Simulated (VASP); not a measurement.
Crystal: Al2BN3.

```xyz
6
Lattice="2.9414 0.0000 0.0000 -1.4707 2.5473 0.0000 0.0000 0.0000 7.1800" Properties=species:S:1:pos:R:3 pbc="T T T"
B     0.0000    0.0000    0.0901
Al    1.4707    0.8491    4.8583
Al    0.0000    1.6982    2.2954
N     1.4707    0.8491    6.7365
N     0.0000    1.6982    4.1570
N     0.0000    0.0000    1.6078
```

Base run:

```yaml
Program: VASP 6.6.1
Functional: PBE
Potentials_or_basis: VASP PAW PBE potentials, release 64 (B, Al, N)
Cutoff: 520 eV
k_mesh: 12 × 12 × 4
Occupations: fermi-dirac, width 0.02 eV
Spin: no spin polarisation
```

Its results: band gap on the k mesh 3.13 eV (least direct gap 4.12 eV); pressure 4.5 GPa; largest force 0.197 eV/Å.

Problem. The run is repeated on the same cell with these changes: functional from PBE to r2SCAN; occupations from fermi-dirac, width 0.02 eV to gaussian, width 0.01 eV. What comes out?

Solution. Band gap on the k mesh 3.66 eV (least direct gap 4.70 eV); pressure -0.1 GPa; largest force 0.050 eV/Å.

Caveats: the cell stands under pressure (at least some runs); the PAW data sets were made with another functional, which shifts forces and pressure a little (at least some runs).

A k mesh can miss the band edges.
